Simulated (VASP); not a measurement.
# Bi (Im-3m) in VASP: notebook

The runs below take Bi through single point, with LDA.

Program: VASP 6.6.1. These are calculated values, not measurements. Logs are shortened: lines on timing, memory, paths and dates and some standing lists are left out, and cuts for length are marked.

## 1. The cell of the first run

It takes space group Im-3m (No. 229, cubic). The conventional cell has a = 3.638 Å, b = 3.638 Å, c = 3.638 Å, α = 90.00°, β = 90.00°, γ = 90.00°. Bi (site symmetry m-3m) has 14 Bi at 3.15 to 3.64 Å within 4.1 Å.

This isn't the form of Bi at room conditions, which is rhombohedral.

## 2. Single point, LDA

Input file INCAR:

```
SYSTEM = Bi
PREC = Accurate
ENCUT = 520
EDIFF = 1E-7
ISMEAR = 0
SIGMA = 0.05
LREAL = .False.
LASPH = .True.
NELM = 100
ALGO = Fast
ISIF = 2
LWAVE = .False.
LCHARG = .False.
GGA = CA
NBANDS = 14
```

Input file KPOINTS:

```
Automatic mesh
0
Gamma
  20 20 20
  0 0 0
```

Input file POSCAR:

```
Bi
1.0
   -1.8188798795      1.8188798795      1.8188798795
    1.8188798795     -1.8188798795      1.8188798795
    1.8188798795      1.8188798795     -1.8188798795
Bi
1
Direct
    0.0000000000      0.0000000000      0.0000000000
```

Potentials or basis: VASP PAW LDA potentials, release 64 (Bi_d).

Launch:

```bash
> cat potpaw_LDA.64/Bi_d/POTCAR > POTCAR
> mpirun -np 1 vasp_std > vasp.out
```

OUTCAR:

```text
SYSTEM = Bi
   PREC = Accurate
   ENCUT = 520
   EDIFF = 1E-7
   ISMEAR = 0
   LREAL = .False.
   LASPH = .True.
   NELM = 100
   ISIF = 2
   GGA = CA

 ion  position               nearest neighbor table
   1  0.000  0.000  0.000-

  LATTYP: Found a body centered cubic cell.
 ALAT       =     3.6377597590

  Lattice vectors:

 A1 = (  -1.8188798795,   1.8188798795,   1.8188798795)
 A2 = (   1.8188798795,  -1.8188798795,   1.8188798795)
 A3 = (   1.8188798795,   1.8188798795,  -1.8188798795)

Analysis of symmetry for initial positions (statically):
=====================================================================
 Subroutine PRICEL returns:
 Original cell was already a primitive cell.

 Routine SETGRP: Setting up the symmetry group for a
 body centered cubic supercell.

 Subroutine GETGRP returns: Found 48 space group operations
 (whereof 48 operations were pure point group operations)
 out of a pool of 48 trial point group operations.

The static configuration has the point symmetry O_h .

Analysis of symmetry for dynamics (positions and initial velocities):
=====================================================================
 Subroutine PRICEL returns:
 Original cell was already a primitive cell.

 Routine SETGRP: Setting up the symmetry group for a
 body centered cubic supercell.

 Subroutine GETGRP returns: Found 48 space group operations
 (whereof 48 operations were pure point group operations)
 out of a pool of 48 trial point group operations.

The dynamic configuration has the point symmetry O_h .

 Subroutine INISYM returns: Found 48 space group operations
 (whereof 48 operations are pure point group operations),
 and found     1 'primitive' translations

----------------------------------------------------------------------------------------

                                     Primitive cell

  volume of cell :      24.0698

  direct lattice vectors                    reciprocal lattice vectors
    -1.818879880  1.818879880  1.818879880     0.000000000  0.274894459  0.274894459
     1.818879880 -1.818879880  1.818879880     0.274894459  0.000000000  0.274894459
     1.818879880  1.818879880 -1.818879880     0.274894459  0.274894459  0.000000000

  length of vectors
     3.150392364  3.150392364  3.150392364     0.388759472  0.388759472  0.388759472

  position of ions in fractional coordinates (direct lattice)
     0.000000000  0.000000000  0.000000000

  ion indices of the primitive-cell ions
   primitive index   ion index
[... 82 lines left out ...]
   TEBEG  =    0.0;   TEEND  =   0.0 temperature during run
   PSTRESS=    0.0 pullay stress
   NELECT =      15.0000    total number of electrons
   NUPDOWN=      -1.0000    fix difference up-down
   EMIN   =  10.00;   EMAX   =-10.00  energy-range for DOS
   EFERMI =   0.00;   METHOD = LEGACY
   ISMEAR =     0;   SIGMA  =   0.05  broadening in eV -4-tet -1-fermi 0-gaus
   EFERMI_NEDOS =   21; number of points for ismear=-14 and -15
   IALGO  =     68    algorithm
   IMIX   =      4    mixing-type and parameters
     AMIX     =   0.40;   BMIX     =  1.00
     AMIX_MAG =   1.60;   BMIX_MAG =  1.00
  volume/ion in A,a.u.               =      24.07       162.43
  Fermi-wavevector in a.u.,A,eV,Ry     =   1.398346  2.642490 26.604436  1.955371
  Thomas-Fermi vector in A             =   2.521513
   LORBIT       =      0    0 simple, 1 ext, 2 COOP (PROOUT), +10 PAW based schemes
   GGA     = CA    functional components
   LHFCALC =     F    Hartree Fock is set to
   AEXX    =    0.0000 exact exchange contribution
   IVDW    =     0    specifies the selected vdW correction
   LEPSILON=     F    determine dielectric tensor
   LRPA    =     F    only Hartree local field effects (RPA)
 non-spin polarized calculation
 RMM-DIIS sequential band-by-band and
 Gauss-broadening in eV      SIGMA  =   0.05
  energy-cutoff  :      520.00
  volume of cell :       24.07
 maximum number of plane-waves:       682
   NGX = 11   NGY = 11   NGZ = 11

 number of electron      15.0000008 magnetization

 Free energy of the ion-electron system (eV)
  ---------------------------------------------------
  ext. energy  EPLUGINS =         0.00000000
  ---------------------------------------------------
  free energy    TOTEN  =        -4.18741266 eV

  energy without entropy =       -4.18635963  energy(sigma->0) =       -4.18688615

 E-fermi :  11.3482     XC(G=0): -11.8079

 val. band max:       11.3381468810   @ k =  -0.4500   0.5000   0.3000
 cond. band min:      11.3619504610   @ k =  -0.4500   0.4500   0.2000
 fundamental gap:      0.0238035799
 Fermi energy:        11.3481711024

 k-point     1 :       0.0000    0.0000    0.0000
  band No.  band energies     occupation
      1     -11.9847      2.00000
      2     -11.9847      2.00000
      3     -11.9847      2.00000
      4     -11.6904      2.00000
      5     -11.6904      2.00000
      6      -4.3339      2.00000
      7      18.5012      0.00000
      8      18.5012      0.00000
      9      18.5012      0.00000
     10      21.7510      0.00000
     11      21.7510      0.00000
     12      21.7510      0.00000
     13      24.4581      0.00000
     14      24.9349      0.00000
[... 377 lines left out ...]
      1     -12.0350      2.00000
      2     -11.9382      2.00000
      3     -11.7369      2.00000
      4     -11.7037      2.00000
      5     -11.6699      2.00000
      6      -1.9795      2.00000
      7       9.1132      2.00000
      8      13.4153      0.00000
      9      15.6236      0.00000
     10      19.8663      0.00000
     11      21.6995      0.00000
     12      22.4310      0.00000
     13      26.4143      0.00000
     14      27.8423      0.00000

 [... further k-points ...]

------------------------ aborting loop because EDIFF is reached ----------------------------------------

  FORCE on cell =-STRESS in cart. coord.  units (eV):
  Direction    XX          YY          ZZ          XY          YZ          ZX
  --------------------------------------------------------------------------------------
  -------------------------------------------------------------------------------------
  Total        3.0578174      3.0578174      3.0578174      0.0000000      0.0000000     -0.0000000
  in kB      203.5401488    203.5401488    203.5401488      0.0000000      0.0000000     -0.0000000
  external PRESSURE =     203.5401488 kB  Pullay stress =       0.0000000 kB

 VOLUME and BASIS-vectors are now :
 -----------------------------------------------------------------------------
  energy-cutoff  :      520.00
  volume of cell :       24.07
      direct lattice vectors                 reciprocal lattice vectors
    -1.818879880  1.818879880  1.818879880     0.000000000  0.274894459  0.274894459
     1.818879880 -1.818879880  1.818879880     0.274894459  0.000000000  0.274894459
     1.818879880  1.818879880 -1.818879880     0.274894459  0.274894459  0.000000000

 POSITION                                       TOTAL-FORCE (eV/Angst)
 -----------------------------------------------------------------------------------
      0.00000      0.00000      0.00000        -0.000000      0.000000     -0.000000
 -----------------------------------------------------------------------------------
    total drift:                                0.000000      0.000000      0.000000

  FREE ENERGIE OF THE ION-ELECTRON SYSTEM (eV)
  ---------------------------------------------------
  free  energy   TOTEN  =        -4.1874126610 eV

  energy  without entropy=       -4.1863596333  energy(sigma->0) =       -4.18688615
```

OSZICAR:

```text
N       E                     dE             d eps       ncg     rms          rms(c)
DAV:   1     0.114100602576E+03    0.11410E+03   -0.76903E+03  7284   0.134E+03
DAV:   2     0.202090110984E+01   -0.11208E+03   -0.10822E+03  7876   0.351E+02
DAV:   3    -0.406568115938E+01   -0.60866E+01   -0.60604E+01  9012   0.778E+01
DAV:   4    -0.419679516724E+01   -0.13111E+00   -0.13107E+00  8954   0.118E+01
DAV:   5    -0.420226567586E+01   -0.54705E-02   -0.54703E-02 10154   0.225E+00    0.659E-01
RMM:   6    -0.419203179767E+01    0.10234E-01   -0.55501E-03  9030   0.918E-01    0.358E-01
RMM:   7    -0.418745999599E+01    0.45718E-02   -0.56376E-03  9029   0.790E-01    0.608E-02
RMM:   8    -0.418738884637E+01    0.71150E-04   -0.15977E-03 10605   0.384E-01    0.166E-02
RMM:   9    -0.418741503607E+01   -0.26190E-04   -0.28661E-04 11975   0.139E-01    0.191E-02
RMM:  10    -0.418741890030E+01   -0.38642E-05   -0.39200E-05 12261   0.518E-02    0.216E-02
RMM:  11    -0.418741626976E+01    0.26305E-05   -0.39123E-06 10965   0.189E-02    0.145E-02
RMM:  12    -0.418741419297E+01    0.20768E-05   -0.11040E-06  9319   0.906E-03    0.925E-03
RMM:  13    -0.418741355136E+01    0.64161E-06   -0.41750E-07  8180   0.817E-03    0.626E-03
RMM:  14    -0.418741282011E+01    0.73125E-06   -0.48545E-07  8351   0.531E-03    0.242E-03
RMM:  15    -0.418741268905E+01    0.13106E-06   -0.29880E-07  7505   0.363E-03    0.126E-03
RMM:  16    -0.418741266097E+01    0.28088E-07   -0.49932E-08  4970   0.214E-03
   1 F= -.41874127E+01 E0= -.41868861E+01  d E =-.105303E-02
```

stdout:

```text
POSCAR found type information on POSCAR Bi
 POSCAR found :  1 types and       1 ions
 scaLAPACK will be used
 LDA part: xc-table for (Slater(with rela. corr.)+CA(PZ))
 , standard interpolation
 POSCAR, INCAR and KPOINTS ok, starting setup
 FFT: planning ... GRIDC
 FFT: planning ... GRID_SOFT
 FFT: planning ... GRID
 WAVECAR not read
 entering main loop
WARNING in EDDRMM: call to ZHEGV failed, returncode =   8  4     13
WARNING in EDDRMM: call to ZHEGV failed, returncode =   8  4     12
WARNING in EDDRMM: call to ZHEGV failed, returncode =   8  4     12
WARNING in EDDRMM: call to ZHEGV failed, returncode =   6  3     12
WARNING in EDDRMM: call to ZHEGV failed, returncode =   8  4     13
 num prob  num prob WARNING in EDDRMM: call to ZHEGV failed, returncode =   8  4     14
WARNING in EDDRMM: call to ZHEGV failed, returncode =   8  4     12
WARNING in EDDRMM: call to ZHEGV failed, returncode =   6  3     12
WARNING in EDDRMM: call to ZHEGV failed, returncode =   6  3     13
 num prob  num prob RMM:  15    -0.418741268905E+01    0.13106E-06   -0.29880E-07  7505   0.363E-03    0.126E-03
 num prob WARNING in EDDRMM: call to ZHEGV failed, returncode =   8  4     13
 num prob RMM:  16    -0.418741266097E+01    0.28088E-07   -0.49932E-08  4970   0.214E-03
```

Run time: 30 s. Hardware: 1 thread of Intel Xeon 6975P-C (Granite Rapids), shared host; peak memory 0.18 GiB.

Results:

```yaml
Free_energy: -4.1874 eV
Pressure: 20.4 GPa
Band_gap_on_the_k_mesh: zero (an odd number of electrons rules out a gap without spin polarisation)
```

Levels at points of the mesh, in eV from the Fermi level:
```csv
k point,band 6,band 7,band 8,band 9,band 10,band 11
"(0.00, 0.00, 0.00)",-15.68,7.15,7.15,7.15,10.40,10.40
"(0.50, 0.00, 0.00)",-10.94,-6.78,2.03,4.01,7.14,8.40
"(0.50, 0.50, 0.50)",-7.44,-2.50,-2.50,-2.50,3.37,3.37
```

Caveat: the cell stands under pressure; spin-orbit coupling is left out, which moves the levels of the heavy elements.

## 3. Single point, LDA

This run uses another cell than the first one, of 26.02 Å³/atom.

Input file INCAR:

```
SYSTEM = Bi
  PREC = Accurate
  ENCUT = 520
  EDIFF = 1E-7
  ISMEAR = 0
  SIGMA = 0.05
  LREAL = .FALSE.
  LASPH = .TRUE.
  NELM = 60
  ALGO = Fast
  ISIF = 2
  LWAVE = .FALSE.
  LCHARG = .TRUE.
  GGA = CA
  LELF = .TRUE.
  LVHAR = .TRUE.
  NBANDS = 14
```

Input file KPOINTS:

```
regular mesh
0
G
  20 20 20
  0 0 0
```

Input file POSCAR:

```
Bi
1.0
   -1.8667045795      1.8667045795      1.8667045795
    1.8667045795     -1.8667045795      1.8667045795
    1.8667045795      1.8667045795     -1.8667045795
Bi
1
Direct
    0.0000000000      0.0000000000      0.0000000000
```

Potentials or basis: VASP PAW LDA potentials, release 64 (Bi_d).

Launch:

```bash
> cat potpaw_LDA.64/Bi_d/POTCAR > POTCAR
> mpirun -np 1 vasp_std > vasp.out
```

Wall time 26 s (1 thread of Intel Xeon 6975P-C (Granite Rapids), shared host); peak memory 0.18 GiB.

The run converged. Its results:

* Free energy: -4.3712 eV
* Pressure: 10.3 GPa
* Band gap on the k mesh: zero (an odd number of electrons rules out a gap without spin polarisation)

Levels at points of the mesh, in eV from the Fermi level:
| k point | band 4 | band 5 | band 6 | band 7 | band 8 | band 9 | band 10 | band 11 |
| --- | --- | --- | --- | --- | --- | --- | --- | --- |
| (0.00, 0.00, 0.00) | -22.97 | -22.97 | -14.97 | 6.44 | 6.44 | 6.44 | 10.46 | 10.46 |
| (0.50, 0.00, 0.00) | -22.98 | -22.83 | -10.80 | -6.23 | 1.86 | 3.86 | 6.75 | 8.12 |
| (0.50, 0.50, 0.50) | -22.86 | -22.86 | -7.78 | -2.29 | -2.29 | -2.29 | 3.42 | 3.42 |

Caveat: the cell stands under pressure; spin-orbit coupling is left out, which moves the levels of the heavy elements.
